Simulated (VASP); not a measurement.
# Si3N in VASP: notebook

Si3N is run at these levels: PBE+D3(BJ); tasks: single point.

Program: VASP 6.6.1. These are calculated values, not measurements. Logs are shortened: lines on timing, memory, paths and dates and some standing lists are left out, and cuts for length are marked.

## Step 1: The cell of the first run

The cell holds a slab with vacuum, 8 atoms: a = 3.833 Å, b = 5.421 Å, c = 22.488 Å, α = 90.00°, β = 90.00°, γ = 90.00°.

## Step 2: Single point, PBE+D3(BJ)

Input file INCAR:

```
SYSTEM = Si3N
  PREC = Accurate
  ENCUT = 520
  EDIFF = 1E-7
  ISMEAR = 0
  SIGMA = 0.05
  LREAL = .FALSE.
  LASPH = .TRUE.
  NELM = 60
  ALGO = Normal
  ISIF = 2
  LWAVE = .FALSE.
  LCHARG = .TRUE.
  LDIPOL = .TRUE.
  IDIPOL = 3
  DIPOL = 0.5 0.5 0.321
  GGA = PE
  IVDW = 12
  LELF = .TRUE.
  LVHAR = .TRUE.
  LVACPOTAV = .TRUE.
  NBANDS = 27
```

Input file KPOINTS:

```
regular mesh
0
G
  7 5 1
  0 0 0
```

Input file POSCAR:

```
Si3N
1.0
    3.8333442755      0.0000000000      0.0000000000
    0.0000000000      5.4211674636      0.0000000000
    0.0000000000      0.0000000000     22.4877586337
Si N
6 2
Direct
    0.5000000000      0.0000000000      0.1778745523
    0.0000000000      0.2500000000      0.1778745523
    0.0000000000      0.5038839981      0.2608672216
    0.5000000000      0.7461160019      0.2608672216
    0.5000000000      0.0086033066      0.3418641564
    0.0000000000      0.2413966934      0.3418641564
    0.5000000000      0.8419366399      0.4797169344
    0.5000000000      0.8419366399      0.5286324363
```

Potentials or basis: VASP PAW PBE potentials, release 64 (Si, N).

Command:

```bash
$ cat potpaw_PBE.64/Si/POTCAR potpaw_PBE.64/N/POTCAR > POTCAR
$ mpirun -np 1 vasp_std > vasp.out
```

OUTCAR:

```text
SYSTEM = Si3N
   PREC = Accurate
   ENCUT = 520
   EDIFF = 1E-7
   ISMEAR = 0
   LREAL = .FALSE.
   LASPH = .TRUE.
   NELM = 60
   ISIF = 2
   GGA = PE
   IVDW = 12
 IVDW          = 12

 ion  position               nearest neighbor table
   1  0.500  0.000  0.178-   4 2.32   2 2.35   2 2.35
   2  0.000  0.250  0.178-   3 2.32   1 2.35   1 2.35
   3  0.000  0.504  0.261-   6 2.31   2 2.32   4 2.32   4 2.32
   4  0.500  0.746  0.261-   5 2.31   1 2.32   3 2.32   3 2.32
   5  0.500  0.009  0.342-   6 2.29   6 2.29   4 2.31
   6  0.000  0.241  0.342-   5 2.29   5 2.29   3 2.31
   7  0.500  0.842  0.480-   8 1.10
   8  0.500  0.842  0.529-   7 1.10

  LATTYP: Found a simple orthorhombic cell.
 ALAT       =     3.8333442755
 B/A-ratio  =     1.4142135624
 C/A-ratio  =     5.8663550721

  Lattice vectors:

 A1 = (   3.8333442755,   0.0000000000,   0.0000000000)
 A2 = (   0.0000000000,   5.4211674636,   0.0000000000)
 A3 = (   0.0000000000,   0.0000000000,  22.4877586337)

Analysis of symmetry for initial positions (statically):
=====================================================================
 Subroutine PRICEL returns:
 Original cell was already a primitive cell.

 Routine SETGRP: Setting up the symmetry group for a
 simple orthorhombic supercell.

 Subroutine GETGRP returns: Found  2 space group operations
 (whereof  2 operations were pure point group operations)
 out of a pool of  8 trial point group operations.

The static configuration has the point symmetry C_1h.

Analysis of symmetry for dynamics (positions and initial velocities):
=====================================================================
 Subroutine PRICEL returns:
 Original cell was already a primitive cell.

 Routine SETGRP: Setting up the symmetry group for a
 simple orthorhombic supercell.

 Subroutine GETGRP returns: Found  2 space group operations
 (whereof  2 operations were pure point group operations)
 out of a pool of  8 trial point group operations.

The dynamic configuration has the point symmetry C_1h.

 Subroutine INISYM returns: Found  2 space group operations
 (whereof  2 operations are pure point group operations),
 and found     1 'primitive' translations

----------------------------------------------------------------------------------------

                                     Primitive cell

  volume of cell :     467.3226

  direct lattice vectors                    reciprocal lattice vectors
     3.833344276  0.000000000  0.000000000     0.260868821  0.000000000  0.000000000
     0.000000000  5.421167464  0.000000000     0.000000000  0.184462112  0.000000000
     0.000000000  0.000000000 22.487758634     0.000000000  0.000000000  0.044468638

  length of vectors
     3.833344276  5.421167464 22.487758634     0.260868821  0.184462112  0.044468638

  position of ions in fractional coordinates (direct lattice)
     0.500000000  0.000000000  0.177874552
     0.000000000  0.250000000  0.177874552
     0.000000000  0.503883998  0.260867222
     0.500000000  0.746116002  0.260867222
     0.500000000  0.008603307  0.341864156
     0.000000000  0.241396693  0.341864156
     0.500000000  0.841936640  0.479716934
     0.500000000  0.841936640  0.528632436

  ion indices of the primitive-cell ions
   primitive index   ion index
                 1           1
                 2           2
                 3           3
                 4           4
                 5           5
                 6           6
                 7           7
                 8           8

----------------------------------------------------------------------------------------

 KPOINTS: regular mesh

Automatic generation of k-mesh.
 Grid dimensions read from file:
 generate k-points for:    7    5    1

 Generating k-lattice:

  Cartesian coordinates                     Fractional coordinates (reciprocal lattice)
     0.037266974  0.000000000  0.000000000     0.142857143  0.000000000  0.000000000
     0.000000000  0.036892422  0.000000000     0.000000000  0.200000000  0.000000000
     0.000000000  0.000000000  0.044468638     0.000000000  0.000000000  1.000000000

  Length of vectors
     0.037266974  0.036892422  0.044468638

  Shift w.r.t. Gamma in fractional coordinates (k-lattice)
     0.000000000  0.000000000  0.000000000

 Subroutine IBZKPT returns following result:
 ===========================================

 Found     12 irreducible k-points:

 Following reciprocal coordinates:
            Coordinates               Weight
  0.000000  0.000000  0.000000      1.000000
  0.142857  0.000000  0.000000      2.000000
  0.285714  0.000000  0.000000      2.000000
  0.428571  0.000000  0.000000      2.000000
  0.000000  0.200000  0.000000      2.000000
  0.142857  0.200000  0.000000      4.000000
  0.285714  0.200000  0.000000      4.000000
  0.428571  0.200000  0.000000      4.000000
  0.000000  0.400000  0.000000      2.000000
  0.142857  0.400000  0.000000      4.000000
  0.285714  0.400000  0.000000      4.000000
  0.428571  0.400000  0.000000      4.000000
   k-points           NKPTS =     12   k-points in BZ     NKDIM =     12   number of bands    NBANDS=     27
   number of dos      NEDOS =    301   number of ions     NIONS =      8
   total plane-waves  NPLWV = 201600
   dimension x,y,z NGX =    30 NGY =   40 NGZ =  168
   dimension x,y,z NGXF=    60 NGYF=   80 NGZF=  336
   ions per type =               6   2
   NGX,Y,Z   is equivalent  to a cutoff of  13.01, 12.27, 12.42 a.u.
   NGXF,Y,Z  is equivalent  to a cutoff of  26.02, 24.53, 24.84 a.u.
 SYSTEM =  Si3N
   PREC   = accura    normal or accurate (medium, high low for compatibility)
   ISTART =      0    job   : 0-new  1-cont  2-samecut
   ICHARG =      2    charge: 1-file 2-atom 10-const
   ISPIN  =      1    spin polarized calculation?
   LNONCOLLINEAR =      F non collinear calculations
   LSORBIT =      F    spin-orbit coupling
   LASPH  =      T    aspherical Exc in radial PAW
   ENCUT  =  520.0 eV  38.22 Ry    6.18 a.u.   7.13 10.08 41.81*2*pi/ulx,y,z
   NELM   =     60;   NELMIN=  2; NELMDL= -5     # of ELM steps
   EDIFF  = 0.1E-06   stopping-criterion for ELM
   LREAL  =      F    real-space projection
   EDIFFG = 0.1E-05   stopping-criterion for IOM
   NSW    =      0    number of steps for IOM
   IBRION =     -1    ionic relax: 0-MD 1-quasi-New 2-CG
   NFREE  =      0    steps in history (QN), initial steepest desc. (CG)
   ISIF   =      2    stress and relaxation
   ISYM   =      2    0-nonsym 1-usesym 2-fastsym
   POTIM  = 0.5000    time-step for ionic-motion
   TEBEG  =    0.0;   TEEND  =   0.0 temperature during run
   PSTRESS=    0.0 pullay stress
   NELECT =      34.0000    total number of electrons
   NUPDOWN=      -1.0000    fix difference up-down
   EMIN   =  10.00;   EMAX   =-10.00  energy-range for DOS
   EFERMI =   0.00;   METHOD = LEGACY
   ISMEAR =     0;   SIGMA  =   0.05  broadening in eV -4-tet -1-fermi 0-gaus
   EFERMI_NEDOS =   21; number of points for ismear=-14 and -15
   IALGO  =     38    algorithm
   IMIX   =      4    mixing-type and parameters
     AMIX     =   0.40;   BMIX     =  1.00
     AMIX_MAG =   1.60;   BMIX_MAG =  1.00
  volume/ion in A,a.u.               =      58.42       394.21
  Fermi-wavevector in a.u.,A,eV,Ry     =   0.683432  1.291500  6.355006  0.467080
  Thomas-Fermi vector in A             =   1.762794
   LORBIT       =      0    0 simple, 1 ext, 2 COOP (PROOUT), +10 PAW based schemes
   GGA     = PE    functional components
   LHFCALC =     F    Hartree Fock is set to
   AEXX    =    0.0000 exact exchange contribution
   IVDW    =    12    specifies the selected vdW correction
   LEPSILON=     F    determine dielectric tensor
   LRPA    =     F    only Hartree local field effects (RPA)
 non-spin polarized calculation
 Gauss-broadening in eV      SIGMA  =   0.05
  energy-cutoff  :      520.00
  volume of cell :      467.32
 maximum number of plane-waves:     12627
 NGX is ok and might be reduce to    30
   NGX = 15   NGY = 21   NGZ = 83

 dipolmoment           0.000000      0.000000      0.002963 electrons x Angstroem

 number of electron      34.0000000 magnetization

 dipolmoment           0.000000      0.000000     -0.034455 electrons x Angstroem

 Free energy of the ion-electron system (eV)
  ---------------------------------------------------
  ext. energy  EPLUGINS =         0.00000000
  ---------------------------------------------------
  free energy    TOTEN  =       -44.96604352 eV

  energy without entropy =      -44.95915859  energy(sigma->0) =      -44.96260106

 E-fermi :  -1.6113     XC(G=0):  -3.8007

 val. band max:       -1.6251623897   @ k =   0.2857   0.2000   0.0000
 cond. band min:      -1.5988979796   @ k =   0.2857   0.4000   0.0000
 fundamental gap:      0.0262644101
 Fermi energy:        -1.6113440048

 k-point     1 :       0.0000    0.0000    0.0000
  band No.  band energies     occupation
      1     -25.7419      2.00000
      2     -13.0484      2.00000
      3     -11.2359      2.00000
      4     -10.8389      2.00000
      5      -9.7430      2.00000
      6      -8.9974      2.00000
[... 19 lines left out ...]
     26       1.7690      0.00000
     27       2.3634      0.00000

 k-point     2 :       0.1429    0.0000    0.0000
  band No.  band energies     occupation
      1     -25.7387      2.00000
      2     -12.8682      2.00000
      3     -11.0708      2.00000
      4     -10.8028      2.00000
      5      -9.5521      2.00000
      6      -8.9883      2.00000
[... 292 lines left out ...]
 k-point    12 :       0.4286    0.4000    0.0000
  band No.  band energies     occupation
      1     -25.7254      2.00000
      2     -11.0231      2.00000
      3     -10.8031      2.00000
      4     -10.5961      2.00000
      5      -9.4265      2.00000
      6      -9.1491      2.00000
[... 19 lines left out ...]
     26       2.8069      0.00000
     27       3.2909      0.00000

------------------------ aborting loop because EDIFF is reached ----------------------------------------

 Edisp (eV)   -1.63569

 E8    (eV) :    -0.6929

  FORCE on cell =-STRESS in cart. coord.  units (eV):
  Direction    XX          YY          ZZ          XY          YZ          ZX
  --------------------------------------------------------------------------------------
  -------------------------------------------------------------------------------------
  Total       0.10436     0.20402     3.02409     0.00000    -0.03283     0.00000
  in kB       0.35779     0.69947    10.36783     0.00000    -0.11255     0.00000
  external pressure =        3.81 kB  Pullay stress =        0.00 kB

 VOLUME and BASIS-vectors are now :
 -----------------------------------------------------------------------------
  energy-cutoff  :      520.00
  volume of cell :      467.32
      direct lattice vectors                 reciprocal lattice vectors
     3.833344276  0.000000000  0.000000000     0.260868821  0.000000000  0.000000000
     0.000000000  5.421167464  0.000000000     0.000000000  0.184462112  0.000000000
     0.000000000  0.000000000 22.487758634     0.000000000  0.000000000  0.044468638

 POSITION                                       TOTAL-FORCE (eV/Angst)
 -----------------------------------------------------------------------------------
      1.91667      0.00000      4.00000         0.000000      0.548659     -0.057106
      0.00000      1.35529      4.00000         0.000000     -0.554619     -0.048266
      0.00000      2.73164      5.86632         0.000000     -0.106424      0.001924
      1.91667      4.04482      5.86632         0.000000      0.069153      0.009547
      1.91667      0.04664      7.68776         0.000000      0.060390     -0.154968
      0.00000      1.30865      7.68776         0.000000      0.031065      0.125109
      1.91667      4.56428     10.78776         0.000000     -0.071994     -2.037709
      1.91667      4.56428     11.88776         0.000000      0.023771      2.161469
 -----------------------------------------------------------------------------------
    total drift:                                0.000000     -0.000270     -0.000522

  FREE ENERGIE OF THE ION-ELECTRON SYSTEM (eV)
  ---------------------------------------------------
  free  energy   TOTEN  =       -46.6017308195 eV

  energy  without entropy=      -46.5948458885  energy(sigma->0) =      -46.59828835

 vacuum level on the upper side and lower side of the slab         2.922         3.222
```

Run time: 3.5 min. Hardware: 1 thread of Intel Xeon Platinum 8375C at 2.90GHz (Ice Lake), shared host; peak memory 0.54 GiB.

What came out:

| Quantity | Value |
| --- | --- |
| Free energy | -46.6017 eV |
| Largest force | 2.162 eV/Å |
| Band gap on the k mesh | zero (band 17 reaches -1.44 eV, above the bottom of band 18 at -1.70 eV) |
| Dispersion energy per atom | -0.204 eV |

Forces on the atoms (eV/Å):
```
Si   0.000  0.549 -0.057
Si   0.000 -0.555 -0.048
Si   0.000 -0.106  0.002
Si   0.000  0.069  0.010
Si   0.000  0.060 -0.155
Si   0.000  0.031  0.125
N    0.000 -0.072 -2.038
N    0.000  0.024  2.161
```

Levels at points of the mesh, in eV from the Fermi level:
```
           k point  band 13  band 14  band 15  band 16  band 17  band 18  band 19  band 20  band 21  band 22
(0.00, 0.00, 0.00)    -2.51    -1.24    -0.70    -0.42    -0.32     0.25     1.17     2.04     2.26     2.60
```

Caveat: the standard files for N, O and F lose accuracy on very short bonds.

(Part 1 of 2 ends here.)
